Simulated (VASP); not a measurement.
# AlN (AlN (P6_3mc)) (P6_3mc) in VASP: single point with PBE

Aim: the single point of AlN (AlN (P6_3mc)) with PBE.

Program: VASP 6.6.1. These are calculated values, not measurements. Logs are shortened: lines on timing, memory, paths and dates and some standing lists are left out, and cuts for length are marked.

### Step 1. The cell of the first run

It takes space group P6_3mc (No. 186, hexagonal). The conventional cell has a = 3.130 Å, b = 3.130 Å, c = 5.017 Å, α = 90.00°, β = 90.00°, γ = 120.00°. Al (site symmetry 3m) has 4 N at 1.90 to 1.91 Å within 2.5 Å. Within 2.5 Å of N (site symmetry 3m) lie 4 Al at 1.90 to 1.91 Å.

### Step 2. Single point, PBE

INCAR

```
PREC = Accurate ; ENCUT = 520
EDIFF = 1E-7 ; ISMEAR = -1
SIGMA = 0.01 ; LREAL = Auto
LASPH = T ; NELM = 100
ALGO = Normal ; ISIF = 2
LWAVE = F ; LCHARG = F
GGA = PE ; NBANDS = 46
```

KPOINTS

```
Automatic mesh
0
Gamma
  2 2 3
```

POSCAR

```
AlN
1.0
    6.2595139158      0.0000000595      0.0000000000
   -3.1297570058      5.4208980345      0.0000000000
    0.0000000000      0.0000000000      5.0174032967
Al N
8 8
Direct
    0.3333333333      0.1666666667      0.4992353700
    0.1666666667      0.3333333333      0.9992353700
    0.3333333333      0.6666666667      0.4992353700
    0.1666666667      0.8333333333      0.9992353700
    0.8333333333      0.1666666667      0.4992353700
    0.6666666667      0.3333333333      0.9992353700
    0.8333333333      0.6666666667      0.4992353700
    0.6666666667      0.8333333333      0.9992353700
    0.3333333333      0.1666666667      0.8807646300
    0.1666666667      0.3333333333      0.3807646300
    0.3333333333      0.6666666667      0.8807646300
    0.1666666667      0.8333333333      0.3807646300
    0.8333333333      0.1666666667      0.8807646300
    0.6666666667      0.3333333333      0.3807646300
    0.8333333333      0.6666666667      0.8807646300
    0.6666666667      0.8333333333      0.3807646300
```

Potentials or basis: VASP PAW PBE potentials, release 64 (Al, N).

The run is started by

```sh
$ cat potpaw_PBE.64/Al/POTCAR potpaw_PBE.64/N/POTCAR > POTCAR
$ mpirun -np 1 vasp_std > vasp.out
```

OUTCAR:

```text
PREC = Accurate
   ENCUT = 520
   EDIFF = 1E-7
   ISMEAR = -1
   LREAL = Auto
   LASPH = T
   NELM = 100
   ISIF = 2
   GGA = PE

 ion  position               nearest neighbor table
   1  0.333  0.167  0.499-  10 1.90  12 1.90  14 1.90   9 1.91   2 3.09   2 3.09   4 3.09   4 3.09
                             6 3.09   6 3.09   3 3.13   3 3.13   7 3.13   7 3.13   5 3.13   5 3.13
   2  0.167  0.333  0.999-   9 1.90  11 1.90  13 1.90  10 1.91   1 3.09   1 3.09   3 3.09   3 3.09
                             5 3.09   5 3.09   4 3.13   4 3.13   8 3.13   8 3.13   6 3.13   6 3.13
   3  0.333  0.667  0.499-  12 1.90  10 1.90  16 1.90  11 1.91   4 3.09   4 3.09   2 3.09   2 3.09
                             8 3.09   8 3.09   1 3.13   1 3.13   5 3.13   5 3.13   7 3.13   7 3.13
   4  0.167  0.833  0.999-  11 1.90   9 1.90  15 1.90  12 1.91   3 3.09   3 3.09   1 3.09   1 3.09
                             7 3.09   7 3.09   2 3.13   2 3.13   6 3.13   6 3.13   8 3.13   8 3.13
   5  0.833  0.167  0.499-  14 1.90  16 1.90  10 1.90  13 1.91   6 3.09   6 3.09   8 3.09   8 3.09
                             2 3.09   2 3.09   7 3.13   7 3.13   3 3.13   3 3.13   1 3.13   1 3.13
   6  0.667  0.333  0.999-  13 1.90  15 1.90   9 1.90  14 1.91   5 3.09   5 3.09   7 3.09   7 3.09
                             1 3.09   1 3.09   8 3.13   8 3.13   4 3.13   4 3.13   2 3.13   2 3.13
   7  0.833  0.667  0.499-  16 1.90  14 1.90  12 1.90  15 1.91   8 3.09   8 3.09   6 3.09   6 3.09
                             4 3.09   4 3.09   5 3.13   5 3.13   1 3.13   1 3.13   3 3.13   3 3.13
   8  0.667  0.833  0.999-  15 1.90  13 1.90  11 1.90  16 1.91   7 3.09   7 3.09   5 3.09   5 3.09
                             3 3.09   3 3.09   6 3.13   6 3.13   2 3.13   2 3.13   4 3.13   4 3.13
   9  0.333  0.167  0.881-   2 1.90   4 1.90   6 1.90   1 1.91
[... 14 lines left out ...]
 A1 = (   6.2595139158,   0.0000000595,   0.0000000000)
 A2 = (  -3.1297570058,   5.4208980345,   0.0000000000)
 A3 = (   0.0000000000,   0.0000000000,   5.0174032967)

Analysis of symmetry for initial positions (statically):
=====================================================================
 Subroutine PRICEL returns following result:

  LATTYP: Found a hexagonal cell.
 ALAT       =     3.1297569579
 C/A-ratio  =     1.6031287299

  Lattice vectors:

 A1 = (   3.1297569579,   0.0000000297,   0.0000000000)
 A2 = (  -1.5648785029,   2.7104490173,   0.0000000000)
 A3 = (   0.0000000000,   0.0000000000,   5.0174032967)

   4 primitive cells build up your supercell.

 Routine SETGRP: Setting up the symmetry group for a
 hexagonal supercell.

 Subroutine GETGRP returns: Found 12 space group operations
 (whereof  6 operations were pure point group operations)
 out of a pool of 24 trial point group operations.

The static configuration has the point symmetry C_3v.
 The point group associated with its full space group is C_6v.

[... 117 lines left out ...]
   PSTRESS=    0.0 pullay stress
   NELECT =      64.0000    total number of electrons
   NUPDOWN=      -1.0000    fix difference up-down
   EMIN   =  10.00;   EMAX   =-10.00  energy-range for DOS
   EFERMI =   0.00;   METHOD = LEGACY
   ISMEAR =    -1;   SIGMA  =   0.01  broadening in eV -4-tet -1-fermi 0-gaus
   EFERMI_NEDOS =   21; number of points for ismear=-14 and -15
   IALGO  =     38    algorithm
   IMIX   =      4    mixing-type and parameters
     AMIX     =   0.40;   BMIX     =  1.00
     AMIX_MAG =   1.60;   BMIX_MAG =  1.00
  volume/ion in A,a.u.               =      10.64        71.81
  Fermi-wavevector in a.u.,A,eV,Ry     =   1.181511  2.232733 18.993310  1.395969
  Thomas-Fermi vector in A             =   2.317783
   LORBIT       =      0    0 simple, 1 ext, 2 COOP (PROOUT), +10 PAW based schemes
   GGA     = PE    functional components
   LHFCALC =     F    Hartree Fock is set to
   AEXX    =    0.0000 exact exchange contribution
   IVDW    =     0    specifies the selected vdW correction
   LEPSILON=     F    determine dielectric tensor
   LRPA    =     F    only Hartree local field effects (RPA)
 non-spin polarized calculation
  energy-cutoff  :      520.00
  volume of cell :      170.25
 maximum number of plane-waves:      4626
 NGX is ok and might be reduce to    48
   NGX = 23   NGY = 23   NGZ = 19

 number of electron      63.9999991 magnetization

 Free energy of the ion-electron system (eV)
  ---------------------------------------------------
  ext. energy  EPLUGINS =         0.00000000
  ---------------------------------------------------
  free energy    TOTEN  =      -118.99133909 eV

  energy without entropy =     -118.99133909  energy(sigma->0) =     -118.99133909

 E-fermi :   6.2045     XC(G=0): -10.8253

 val. band max:        5.9818213231   @ k =   0.0000   0.0000   0.0000
 cond. band min:      10.0241801624   @ k =   0.0000   0.0000   0.0000
 fundamental gap:      4.0423588393
 Fermi energy:         6.2044602683

 k-point     1 :       0.0000    0.0000    0.0000
  band No.  band energies     occupation
      1      -9.0909      2.00000
      2      -7.1738      2.00000
      3      -7.1738      2.00000
      4      -7.1738      2.00000
      5      -7.0042      2.00000
      6      -6.4974      2.00000
[... 177 lines left out ...]
     43      14.7088      0.00000
     44      14.7088      0.00000
 [bands above 44 left out]

------------------------ aborting loop because EDIFF is reached ----------------------------------------

  FORCE on cell =-STRESS in cart. coord.  units (eV):
  Direction    XX          YY          ZZ          XY          YZ          ZX
  --------------------------------------------------------------------------------------
  -------------------------------------------------------------------------------------
  Total       -0.1022510     -0.1022510     -0.4313035     -0.0000000      0.0000000      0.0000000
  in kB       -0.9622490     -0.9622490     -4.0588477     -0.0000000      0.0000000      0.0000000
  external PRESSURE =      -1.9944486 kB  Pullay stress =       0.0000000 kB

 VOLUME and BASIS-vectors are now :
 -----------------------------------------------------------------------------
  energy-cutoff  :      520.00
  volume of cell :      170.25
      direct lattice vectors                 reciprocal lattice vectors
     6.259513916  0.000000059  0.000000000     0.159756813  0.092235641  0.000000000
    -3.129757006  5.420898035  0.000000000    -0.000000002  0.184471279  0.000000000
     0.000000000  0.000000000  5.017403297     0.000000000  0.000000000  0.199306283

 POSITION                                       TOTAL-FORCE (eV/Angst)
 -----------------------------------------------------------------------------------
      1.56488      0.90348      2.50487         0.000000      0.000000     -0.012297
     -0.00000      1.80697      5.01357         0.000000     -0.000000     -0.012297
     -0.00000      3.61393      2.50487         0.000000     -0.000000     -0.012297
     -1.56488      4.51742      5.01357         0.000000     -0.000000     -0.012297
      4.69464      0.90348      2.50487         0.000000     -0.000000     -0.012297
      3.12976      1.80697      5.01357         0.000000     -0.000000     -0.012297
[... 8 lines left out ...]
      3.12976      3.61393      4.41915         0.000000     -0.000000      0.012297
      1.56488      4.51742      1.91045        -0.000000      0.000000      0.012297
 -----------------------------------------------------------------------------------
    total drift:                               -0.000000     -0.000000      0.036065

  FREE ENERGIE OF THE ION-ELECTRON SYSTEM (eV)
  ---------------------------------------------------
  free  energy   TOTEN  =      -118.9913390881 eV

  energy  without entropy=     -118.9913390881  energy(sigma->0) =     -118.99133909
```

It took 47 s on 1 thread of Intel Xeon 6975P-C, shared host; peak memory 0.29 GiB.

What came out:

* Free energy: -118.9913 eV
* Pressure: -0.2 GPa
* Largest force: 0.012 eV/Å
* Band gap on the k mesh: 4.04 eV

Forces in eV/Å, atoms in the order of the input:
```
Al   0.000  0.000 -0.012
Al   0.000  0.000 -0.012
Al   0.000  0.000 -0.012
Al   0.000  0.000 -0.012
Al   0.000  0.000 -0.012
Al   0.000  0.000 -0.012
Al   0.000  0.000 -0.012
Al   0.000  0.000 -0.012
N    0.000  0.000  0.012
N    0.000  0.000  0.012
N    0.000  0.000  0.012
N    0.000  0.000  0.012
N    0.000  0.000  0.012
N    0.000  0.000  0.012
N    0.000  0.000  0.012
N    0.000  0.000  0.012
```

Levels at points of the mesh, in eV from the valence-band top:
```csv
k point,band 28,band 29,band 30,band 31,band 32,band 33,band 34,band 35,band 36,band 37
"(0.00, 0.00, 0.00)",-0.68,-0.68,-0.20,-0.20,0.00,4.04,5.75,5.75,5.75,5.75
"(0.50, 0.00, 0.00)",-1.42,-0.43,-0.43,-0.41,-0.41,5.70,5.70,6.05,6.05,7.49
```

Caveat: the k points lie up to 0.58 Å⁻¹ apart.
